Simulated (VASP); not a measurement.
# B3P3H2 (flat sheet) in VASP: further runs

B3P3H2 (flat sheet) is run at these levels: PBEsol; tasks: single point.

All numbers are computed with VASP 6.6.1; they aren't measurements. Logs are shortened: lines on timing, memory, paths and dates and some standing lists are left out, and cuts for length are marked.

**1. The cell of the first run**

The cell holds a wire with vacuum, 16 atoms: a = 19.500 Å, b = 9.300 Å, c = 5.543 Å, α = 90.00°, β = 90.00°, γ = 90.00°.

**2. Single point, PBEsol**

INCAR reads:

```
SYSTEM = B3P3H2
ALGO = Normal
EDIFF = 1E-6
ENCUT = 520
GGA = PS
ISIF = 2
ISMEAR = 0
LASPH = .True.
LCHARG = .False.
LREAL = Auto
LWAVE = .False.
NBANDS = 40
NELM = 80
PREC = Accurate
SIGMA = 0.05
```

KPOINTS reads:

```
k-points
0
Gamma
  1 1 6
  0 0 0
```

POSCAR reads:

```
B3P3H2
1.0
   19.5000000000      0.0000000000      0.0000000000
    0.0000000000      9.3000000000      0.0000000000
    0.0000000000      0.0000000000      5.5431412646
B P H
6 6 4
Direct
    0.7051496219      0.5000000000      0.3333333333
    0.5410299244      0.5000000000      0.3333333333
    0.6230897731      0.5000000000      0.8333333333
    0.3769102269      0.5000000000      0.3333333333
    0.4589700756      0.5000000000      0.8333333333
    0.2948503781      0.5000000000      0.8333333333
    0.6230897731      0.5000000000      0.1666666667
    0.7051496219      0.5000000000      0.6666666667
    0.4589700756      0.5000000000      0.1666666667
    0.5410299244      0.5000000000      0.6666666667
    0.2948503781      0.5000000000      0.1666666667
    0.3769102269      0.5000000000      0.6666666667
    0.7579993773      0.5000000000      0.2259934747
    0.2420006227      0.5000000000      0.7259934747
    0.7682140359      0.5000000000      0.7947528846
    0.2317859641      0.5000000000      0.2947528846
```

Potentials or basis: VASP PAW PBE potentials, release 64 (B, P, H).

The run is started by

```console
$ cat potpaw_PBE.64/B/POTCAR potpaw_PBE.64/P/POTCAR potpaw_PBE.64/H/POTCAR > POTCAR
$ mpirun -np 1 vasp_std > vasp.out
```

OUTCAR:

```text
SYSTEM = B3P3H2
   EDIFF = 1E-6
   ENCUT = 520
   GGA = PS
   ISIF = 2
   ISMEAR = 0
   LASPH = .True.
   LREAL = Auto
   NELM = 80
   PREC = Accurate

 ion  position               nearest neighbor table
   1  0.705  0.500  0.333-  13 1.19   8 1.85   7 1.85
   2  0.541  0.500  0.333-   7 1.85  10 1.85   9 1.85
   3  0.623  0.500  0.833-  10 1.85   7 1.85   8 1.85
   4  0.377  0.500  0.333-   9 1.85  12 1.85  11 1.85
   5  0.459  0.500  0.833-  12 1.85   9 1.85  10 1.85
   6  0.295  0.500  0.833-  14 1.19  11 1.85  12 1.85
   7  0.623  0.500  0.167-   2 1.85   3 1.85   1 1.85
   8  0.705  0.500  0.667-  15 1.42   1 1.85   3 1.85
   9  0.459  0.500  0.167-   4 1.85   5 1.85   2 1.85
  10  0.541  0.500  0.667-   3 1.85   2 1.85   5 1.85
  11  0.295  0.500  0.167-  16 1.42   6 1.85   4 1.85
  12  0.377  0.500  0.667-   5 1.85   4 1.85   6 1.85
  13  0.758  0.500  0.226-   1 1.19
  14  0.242  0.500  0.726-   6 1.19
  15  0.768  0.500  0.795-   8 1.42
  16  0.232  0.500  0.295-  11 1.42

  LATTYP: Found a simple orthorhombic cell.
 ALAT       =     5.5431412646
 B/A-ratio  =     1.6777490517
 C/A-ratio  =     3.5178609148

  Lattice vectors:

 A1 = (   0.0000000000,   0.0000000000,  -5.5431412646)
 A2 = (   0.0000000000,   9.3000000000,   0.0000000000)
 A3 = (  19.5000000000,   0.0000000000,   0.0000000000)

Analysis of symmetry for initial positions (statically):
=====================================================================
 Subroutine PRICEL returns:
 Original cell was already a primitive cell.

 Routine SETGRP: Setting up the symmetry group for a
 simple orthorhombic supercell.

 Subroutine GETGRP returns: Found  4 space group operations
 (whereof  2 operations were pure point group operations)
 out of a pool of  8 trial point group operations.

The static configuration has the point symmetry C_1h.
 The point group associated with its full space group is C_2v.

Analysis of symmetry for dynamics (positions and initial velocities):
=====================================================================
 Subroutine PRICEL returns:
 Original cell was already a primitive cell.

 Routine SETGRP: Setting up the symmetry group for a
 simple orthorhombic supercell.

 Subroutine GETGRP returns: Found  4 space group operations
 (whereof  2 operations were pure point group operations)
 out of a pool of  8 trial point group operations.

The dynamic configuration has the point symmetry C_1h.
 The point group associated with its full space group is C_2v.

 Subroutine INISYM returns: Found  4 space group operations
 (whereof  2 operations are pure point group operations),
 and found     1 'primitive' translations

----------------------------------------------------------------------------------------

                                     Primitive cell

  volume of cell :    1005.2487

  direct lattice vectors                    reciprocal lattice vectors
    19.500000000  0.000000000  0.000000000     0.051282051  0.000000000  0.000000000
     0.000000000  9.300000000  0.000000000     0.000000000  0.107526882  0.000000000
     0.000000000  0.000000000  5.543141265     0.000000000  0.000000000  0.180403124

  length of vectors
    19.500000000  9.300000000  5.543141265     0.051282051  0.107526882  0.180403124

  position of ions in fractional coordinates (direct lattice)
     0.705149622  0.500000000  0.333333333
     0.541029924  0.500000000  0.333333333
     0.623089773  0.500000000  0.833333333
     0.376910227  0.500000000  0.333333333
     0.458970076  0.500000000  0.833333333
     0.294850378  0.500000000  0.833333333
[... 8 lines left out ...]
     0.768214036  0.500000000  0.794752885
     0.231785964  0.500000000  0.294752885

  ion indices of the primitive-cell ions
   primitive index   ion index
                 1           1
                 2           2
                 3           3
                 4           4
                 5           5
                 6           6
[... 8 lines left out ...]
                15          15
                16          16

----------------------------------------------------------------------------------------

 KPOINTS: k-points

Automatic generation of k-mesh.
 Grid dimensions read from file:
 generate k-points for:    1    1    6

 Generating k-lattice:

  Cartesian coordinates                     Fractional coordinates (reciprocal lattice)
     0.051282051  0.000000000  0.000000000     1.000000000  0.000000000  0.000000000
     0.000000000  0.107526882  0.000000000     0.000000000  1.000000000  0.000000000
     0.000000000  0.000000000  0.030067187     0.000000000  0.000000000  0.166666667

  Length of vectors
     0.051282051  0.107526882  0.030067187

  Shift w.r.t. Gamma in fractional coordinates (k-lattice)
     0.000000000  0.000000000  0.000000000

 Subroutine IBZKPT returns following result:
 ===========================================

 Found      4 irreducible k-points:

 Following reciprocal coordinates:
            Coordinates               Weight
  0.000000  0.000000  0.000000      1.000000
  0.000000  0.000000  0.166667      2.000000
  0.000000  0.000000  0.333333      2.000000
  0.000000  0.000000  0.500000      1.000000
   k-points           NKPTS =      4   k-points in BZ     NKDIM =      4   number of bands    NBANDS=     40
   number of dos      NEDOS =    301   number of ions     NIONS =     16
   total plane-waves  NPLWV = 441000
   dimension x,y,z NGX =   150 NGY =   70 NGZ =   42
   dimension x,y,z NGXF=   300 NGYF=  140 NGZF=   84
   ions per type =               6   6   4
   NGX,Y,Z   is equivalent  to a cutoff of  12.79, 12.51, 12.60 a.u.
   NGXF,Y,Z  is equivalent  to a cutoff of  25.58, 25.03, 25.19 a.u.
 SYSTEM =  B3P3H2
   PREC   = accura    normal or accurate (medium, high low for compatibility)
   ISTART =      0    job   : 0-new  1-cont  2-samecut
   ICHARG =      2    charge: 1-file 2-atom 10-const
   ISPIN  =      1    spin polarized calculation?
   LNONCOLLINEAR =      F non collinear calculations
   LSORBIT =      F    spin-orbit coupling
   LASPH  =      T    aspherical Exc in radial PAW
   ENCUT  =  520.0 eV  38.22 Ry    6.18 a.u.  36.26 17.29 10.31*2*pi/ulx,y,z
   NELM   =     80;   NELMIN=  2; NELMDL= -5     # of ELM steps
   EDIFF  = 0.1E-05   stopping-criterion for ELM
   LREAL  =      T    real-space projection
   EDIFFG = 0.1E-04   stopping-criterion for IOM
   NSW    =      0    number of steps for IOM
   IBRION =     -1    ionic relax: 0-MD 1-quasi-New 2-CG
   NFREE  =      0    steps in history (QN), initial steepest desc. (CG)
   ISIF   =      2    stress and relaxation
   ISYM   =      2    0-nonsym 1-usesym 2-fastsym
   POTIM  = 0.5000    time-step for ionic-motion
   TEBEG  =    0.0;   TEEND  =   0.0 temperature during run
   PSTRESS=    0.0 pullay stress
   NELECT =      52.0000    total number of electrons
   NUPDOWN=      -1.0000    fix difference up-down
   EMIN   =  10.00;   EMAX   =-10.00  energy-range for DOS
   EFERMI =   0.00;   METHOD = LEGACY
   ISMEAR =     0;   SIGMA  =   0.05  broadening in eV -4-tet -1-fermi 0-gaus
   EFERMI_NEDOS =   21; number of points for ismear=-14 and -15
   IALGO  =     38    algorithm
   IMIX   =      4    mixing-type and parameters
     AMIX     =   0.40;   BMIX     =  1.00
     AMIX_MAG =   1.60;   BMIX_MAG =  1.00
  volume/ion in A,a.u.               =      62.83       423.98
  Fermi-wavevector in a.u.,A,eV,Ry     =   0.609984  1.152702  5.062454  0.372080
  Thomas-Fermi vector in A             =   1.665378
   LORBIT       =      0    0 simple, 1 ext, 2 COOP (PROOUT), +10 PAW based schemes
   GGA     = PS    functional components
   LHFCALC =     F    Hartree Fock is set to
   AEXX    =    0.0000 exact exchange contribution
   IVDW    =     0    specifies the selected vdW correction
   LEPSILON=     F    determine dielectric tensor
   LRPA    =     F    only Hartree local field effects (RPA)
 non-spin polarized calculation
 Gauss-broadening in eV      SIGMA  =   0.05
  energy-cutoff  :      520.00
  volume of cell :     1005.25
 maximum number of plane-waves:     27092
 NGX is ok and might be reduce to   150
   NGX = 73   NGY = 35   NGZ = 21

 number of electron      51.9999995 magnetization

 Free energy of the ion-electron system (eV)
  ---------------------------------------------------
  ext. energy  EPLUGINS =         0.00000000
  ---------------------------------------------------
  free energy    TOTEN  =       -88.37359090 eV

  energy without entropy =      -88.37359090  energy(sigma->0) =      -88.37359090

 E-fermi :  -2.9932     XC(G=0):  -2.7714

 val. band max:       -3.2368459565   @ k =   0.0000   0.0000   0.0000
 cond. band min:      -2.0870837895   @ k =   0.0000   0.0000   0.0000
 fundamental gap:      1.1497621670
 Fermi energy:        -2.9931782188

 k-point     1 :       0.0000    0.0000    0.0000
  band No.  band energies     occupation
      1     -16.5723      2.00000
      2     -15.8893      2.00000
      3     -14.9382      2.00000
      4     -13.9662      2.00000
      5     -13.7605      2.00000
      6     -13.4950      2.00000
[... 30 lines left out ...]
     37       1.6301      0.00000
     38       1.7079      0.00000

 k-point     2 :       0.0000    0.0000    0.1667
  band No.  band energies     occupation
      1     -16.4675      2.00000
      2     -15.7928      2.00000
      3     -14.8714      2.00000
      4     -14.2411      2.00000
      5     -13.9394      2.00000
      6     -13.7875      2.00000
[... 30 lines left out ...]
     37       1.6748      0.00000
     38       1.7452      0.00000

 k-point     3 :       0.0000    0.0000    0.3333
  band No.  band energies     occupation
      1     -16.1565      2.00000
      2     -15.5148      2.00000
      3     -14.9589      2.00000
      4     -14.7276      2.00000
      5     -14.3318      2.00000
      6     -14.0900      2.00000
[... 30 lines left out ...]
     37       1.3650      0.00000
     38       1.6993      0.00000

 k-point     4 :       0.0000    0.0000    0.5000
  band No.  band energies     occupation
      1     -15.6559      2.00000
      2     -15.6559      2.00000
      3     -15.0434      2.00000
      4     -15.0434      2.00000
      5     -14.3258      2.00000
      6     -14.3258      2.00000
[... 30 lines left out ...]
     37       1.6032      0.00000
     38       1.6032      0.00000
 [bands above 38 left out]

------------------------ aborting loop because EDIFF is reached ----------------------------------------

  FORCE on cell =-STRESS in cart. coord.  units (eV):
  Direction    XX          YY          ZZ          XY          YZ          ZX
  --------------------------------------------------------------------------------------
  -------------------------------------------------------------------------------------
  Total       -1.8523731     -0.0348240     -1.0422347      0.0000000      0.0000000      0.0000000
  in kB       -2.9523344     -0.0555030     -1.6611261      0.0000000      0.0000000      0.0000000
  external PRESSURE =      -1.5563212 kB  Pullay stress =       0.0000000 kB

 VOLUME and BASIS-vectors are now :
 -----------------------------------------------------------------------------
  energy-cutoff  :      520.00
  volume of cell :     1005.25
      direct lattice vectors                 reciprocal lattice vectors
    19.500000000  0.000000000  0.000000000     0.051282051  0.000000000  0.000000000
     0.000000000  9.300000000  0.000000000     0.000000000  0.107526882  0.000000000
     0.000000000  0.000000000  5.543141265     0.000000000  0.000000000  0.180403124

 POSITION                                       TOTAL-FORCE (eV/Angst)
 -----------------------------------------------------------------------------------
     13.75042      4.65000      1.84771        -0.030866      0.000000      0.639595
     10.55008      4.65000      1.84771         0.063495      0.000000      0.003021
     12.15025      4.65000      4.61928         0.362864      0.000000      0.022839
      7.34975      4.65000      1.84771        -0.362864      0.000000      0.022839
      8.94992      4.65000      4.61928        -0.063495      0.000000      0.003021
      5.74958      4.65000      4.61928         0.030866      0.000000      0.639595
[... 8 lines left out ...]
     14.98017      4.65000      4.40543        -0.206832      0.000000     -0.068769
      4.51983      4.65000      1.63386         0.206832      0.000000     -0.068769
 -----------------------------------------------------------------------------------
    total drift:                                0.000000      0.000000     -0.000035

  FREE ENERGIE OF THE ION-ELECTRON SYSTEM (eV)
  ---------------------------------------------------
  free  energy   TOTEN  =       -88.3735908952 eV

  energy  without entropy=      -88.3735908952  energy(sigma->0) =      -88.37359090
```

Wall time 2.9 min (1 thread of Intel Xeon 6975P-C (Granite Rapids), shared host); peak memory 0.86 GiB.

Results:

```
Free energy            : -88.3736 eV
Largest force          : 0.998 eV/Å
Band gap on the k mesh : 1.15 eV, direct
```

Forces on the atoms (eV/Å):
```
B   -0.031  0.000  0.640
B    0.063  0.000  0.003
B    0.363  0.000  0.023
B   -0.363  0.000  0.023
B   -0.063  0.000  0.003
B    0.031  0.000  0.640
P    0.014  0.000  0.490
P   -0.499  0.000 -0.864
P   -0.174  0.000 -0.089
P    0.174  0.000 -0.089
P    0.499  0.000 -0.864
P   -0.014  0.000  0.490
H    0.244  0.000 -0.133
H   -0.244  0.000 -0.133
H   -0.207  0.000 -0.069
H    0.207  0.000 -0.069
```

Caveat: the PAW data sets were made with another functional, which shifts forces and pressure a little.

(Part 1 of 2 ends here.)
